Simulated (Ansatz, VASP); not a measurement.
One calculation of LiH, two programs

```xyz
2
Lattice="0.0000 2.0030 2.0030 2.0030 0.0000 2.0030 2.0030 2.0030 0.0000" Properties=species:S:1:pos:R:3 pbc="T T T"
Li    0.0000    0.0000    0.0000
H     2.0030    2.0030    2.0030
```

Alike in both runs: task single point; functional PBE-based screened hybrid with a share of 0.3 of exact exchange and HFSCREEN = 0.2078; k mesh 6 × 6 × 6; no spin polarisation.

```csv
,VASP,Ansatz
version,VASP 6.6.1,Ansatz 0.2.0
potentials or method,"VASP PAW PBE potentials, release 64 (Li_sv, H)",plane waves
plane-wave cutoff (eV),520,420
occupations,"gaussian, width 0.01 eV",fixed
valence electrons in the cell,4,4
```

```tsv
	VASP	Ansatz	Ansatz less VASP
gap on the k mesh at the Fermi level (eV)	4.18	4.18	+0.001
```

VASP's potentials were made for PBE, not for PBE-based screened hybrid. Ansatz's warnings: stress exchange threshold loose, stress scf threshold loose.

The k mesh is coarse, so the values compare programs but aren't converged. Noted on VASP's run: the cutoff is under 1.25 times that of the potentials, so the pressure is a little rough.
